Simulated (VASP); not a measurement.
SiB5C, 14 atoms in the cell. The structure is monoclinic, space group C2/m (No. 12). The conventional cell has a = 8.656 Å, b = 6.195 Å, c = 5.009 Å, α = 90.00°, β = 112.63°, γ = 90.00°. Si (site symmetry m) has 3 B at 1.96 to 1.97 Å and 1 Si at 2.28 Å within 2.6 Å. Within 2.3 Å of B (site symmetry 1) lie 5 B at 1.76 to 1.91 Å and 1 C at 1.92 Å. Within 2.3 Å of B (site symmetry m) lie 1 C at 1.73 Å and 4 B at 1.75 to 1.76 Å and 1 Si at 1.97 Å. Within 2.3 Å of B (site symmetry 1) lie 1 C at 1.71 Å and 4 B at 1.75 to 1.80 Å and 1 Si at 1.96 Å. Within 2.2 Å of C (site symmetry m) lie 1 C at 1.63 Å and 5 B at 1.71 to 1.92 Å. 

* Program: VASP 6.6.1
* Task: single point
* Functional: PBE
* Potentials or basis: VASP PAW PBE potentials, release 64 (Si, B, C)
* Cutoff: 520 eV
* k mesh: 4 × 4 × 4
* Occupations: gaussian, width 0.2 eV
* Spin: no spin polarisation
* Dipole correction: no
* Further INCAR settings: ALGO = Normal; EDIFF = 1e-06; NBANDS = 36

Potentials or basis: VASP PAW PBE potentials, release 64 (Si, B, C).

Run with:

```console
$ cat potpaw_PBE.64/Si/POTCAR potpaw_PBE.64/B/POTCAR potpaw_PBE.64/C/POTCAR > POTCAR
$ mpirun -np 1 vasp_std > vasp.out
```

Hardware: 1 thread of Intel(R) Xeon(R) Platinum 8375C CPU @ 2.90GHz (Ice Lake), on a shared host.

How long does it take, and how much memory?

It took 110 s on 1 thread of Intel(R) Xeon(R) Platinum 8375C CPU @ 2.90GHz (Ice Lake), on a shared host, peak memory 0.29 GiB. Counts: scf iterations 15, k points 24.
